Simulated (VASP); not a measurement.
Input of a VASP 6.6.1 run:

The input INCAR:

```
PREC = Accurate
ENCUT = 520
EDIFF = 1E-6
ISMEAR = -1
SIGMA = 0.08
LREAL = F
LASPH = T
NELM = 60
ALGO = Normal
ISIF = 2
LWAVE = F
LCHARG = T
GGA = PE
LELF = T
LVHAR = T
NBANDS = 12
```

KPOINTS

```
regular mesh
0
Gamma
  13 13 13
```

File POSCAR:

```
Y
1.0
   -1.8449671978      1.8449671978      1.8449671978
    1.8449671978     -1.8449671978      1.8449671978
    1.8449671978      1.8449671978     -1.8449671978
Y
1
Direct
    0.0000000000      0.0000000000      0.0000000000
```

Potentials or basis: VASP PAW PBE potentials, release 64 (Y_sv).

Run with:

```console
$ cat potpaw_PBE.64/Y_sv/POTCAR > POTCAR
$ mpirun -np 1 vasp_std > vasp.out
```

(1) What does it give for the pressure?

Results:

(1) 15.6 GPa.
